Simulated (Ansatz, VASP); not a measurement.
**Se: VASP beside Ansatz**

Contents of INCAR:

```
SYSTEM = Se
ALGO = Normal ; EDIFF = 1E-6
EDIFFG = -0.04 ; ENCUT = 600
GGA = PE ; IBRION = 2
ISIF = 3 ; ISMEAR = 0
LASPH = .True. ; LCHARG = .False.
LREAL = .False. ; LWAVE = .False.
NELM = 80 ; NSW = 90
PREC = Accurate ; SIGMA = 0.1
```

Contents of KPOINTS:

```
k-points
0
Gamma
  4 4 4
  0 0 0
```

POSCAR

```
Se
1.0
    4.8948808000      0.0000000000      0.0000000000
    0.0000000000      4.8948808000      0.0000000000
    0.0000000000      0.0000000000      4.8948808000
Se
4
Direct
    0.0000000000      0.5000000000      0.5000000000
    0.5000000000      0.0000000000      0.5000000000
    0.5000000000      0.5000000000      0.0000000000
    0.5000000000      0.5000000000      0.5000000000
```

Input for Ansatz:

```yaml
crystal:
  lattice:
    - [4.8948808, 0.0, 0.0]
    - [0.0, 4.8948808, 0.0]
    - [0.0, 0.0, 4.8948808]
  atoms:
    - { symbol: Se, position: [0.0, 0.5, 0.5] }
    - { symbol: Se, position: [0.5, 0.0, 0.5] }
    - { symbol: Se, position: [0.5, 0.5, 0.0] }
    - { symbol: Se, position: [0.5, 0.5, 0.5] }
basis:
  ecutwfc: 420
kpoints:
  mp_grid: { grid: [4, 4, 4] }
hamiltonian:
  xc: pbe
scf:
  occupations: { method: gaussian, width: 0.1 }
  lower_state_search: "off"
output:
  forces: true
  stress: true
  eigenvalues: true
relax:
  adjacent_minimum: "off"
  f_tol: 0.04
  max_steps: 70
  cell: { stress_tol: 0.4 }
```

Alike in both runs: task relaxation of cell and atoms; functional PBE; k mesh 4 × 4 × 4; occupations gaussian, width 0.1 eV; no spin polarisation.

|  | VASP | Ansatz |
| --- | --- | --- |
| version | VASP 6.6.1 | Ansatz 0.2.0 |
| potentials or method | VASP PAW PBE potentials, release 64 (Se), cutoff 600 eV | scalar-relativistic, plane waves, PAW |
| valence electrons in the cell | 24 | 64 |

|  | VASP | Ansatz | Ansatz less VASP |
| --- | --- | --- | --- |
| gap on the k mesh at the Fermi level, each at its own relaxed structure (eV) | none | none | - |
| relaxed volume (Å³/atom) | 34.53 | 34.39 | -0.138 |
| relaxed cell length with the largest relative difference (Å) | 5.169 | 5.162 | -0.0069 |

A gap of «none» marks a metal or a gap that the smearing closes. VASP's potentials hold 24 valence electrons a cell and Ansatz's 64, so a difference there can come from the potentials and not from the codes.

Noted on VASP's run: the volume moved by over 15 % at a fixed basis, so the end points are rough.
